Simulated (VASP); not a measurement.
Input of a VASP 6.6.1 run:

File INCAR:

```
SYSTEM = F
  ALGO = Normal
  EDIFF = 1E-7
  ENCUT = 520
  GGA = PE
  ISIF = 2
  ISMEAR = -1
  LASPH = .TRUE.
  LCHARG = .TRUE.
  LELF = .TRUE.
  LREAL = .FALSE.
  LVHAR = .TRUE.
  LWAVE = .FALSE.
  NBANDS = 14
  NELM = 80
  PREC = Accurate
  SIGMA = 0.05
```

KPOINTS

```
k-points
0
G
  17 17 17
  0 0 0
```

Contents of POSCAR:

```
F
1.0
   -1.6208127258      1.6208127258      0.9667626149
    1.6208127258     -1.6208127258      0.9667626149
    1.6208127258      1.6208127258     -0.9667626149
F
2
Direct
   -0.3750000000     -0.1250000000     -0.2500000000
    0.3750000000      0.1250000000      0.2500000000
```

Potentials or basis: VASP PAW PBE potentials, release 64 (F).

The run is started by

```sh
$ cat potpaw_PBE.64/F/POTCAR > POTCAR
$ mpirun -np 1 vasp_std > vasp.out
```

(1) Estimate the band gap on the k mesh.

(2) Estimate the pressure.

## Answers

(1) zero (bands 7 and 8 overlap by 3.63 eV).

(2) 269.0 GPa.

Caveat: the cell stands under pressure.
